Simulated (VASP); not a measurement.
Input of a VASP 6.6.1 run:

File INCAR:

```
SYSTEM = AlO2
PREC = Accurate ; ENCUT = 600
EDIFF = 1E-6 ; ISMEAR = 0
SIGMA = 0.1 ; LREAL = .False.
LASPH = .True. ; NELM = 100
ALGO = Normal ; ISIF = 3
LWAVE = .False. ; LCHARG = .False.
GGA = PE ; IBRION = 2
NSW = 100 ; EDIFFG = -0.01
```

Contents of KPOINTS:

```
regular mesh
0
Gamma
  18 18 12
  0 0 0
```

Contents of POSCAR:

```
AlO2
1.0
    2.8527306319      0.0000000000      0.0000000000
   -1.4263653159      2.4705371974      0.0000000000
    0.0000000000      0.0000000000      4.2883408089
Al O
1 2
Direct
    0.3333333333      0.6666666667      0.5000000000
    0.0000000000      0.0000000000      0.2607207340
    0.0000000000      0.0000000000      0.7392792660
```

Potentials or basis: VASP PAW PBE potentials, release 64 (Al, O).

Command:

```bash
$ cat potpaw_PBE.64/Al/POTCAR potpaw_PBE.64/O/POTCAR > POTCAR
$ mpirun -np 1 vasp_std > vasp.out
```

What does it give for the relaxed volume?

9.87 Å³/atom.

Estimate the space group after relaxing (to 0.05 Å).

P-6m2 (No. 187).

Forces in eV/Å, atoms in the order of the input:
```
Al   0.000  0.000  0.000
O    0.000  0.000 -0.006
O    0.000  0.000  0.006
```

Caveat: an odd number of electrons without spin polarisation forces a metal; a magnetic or distorted state may lie lower.
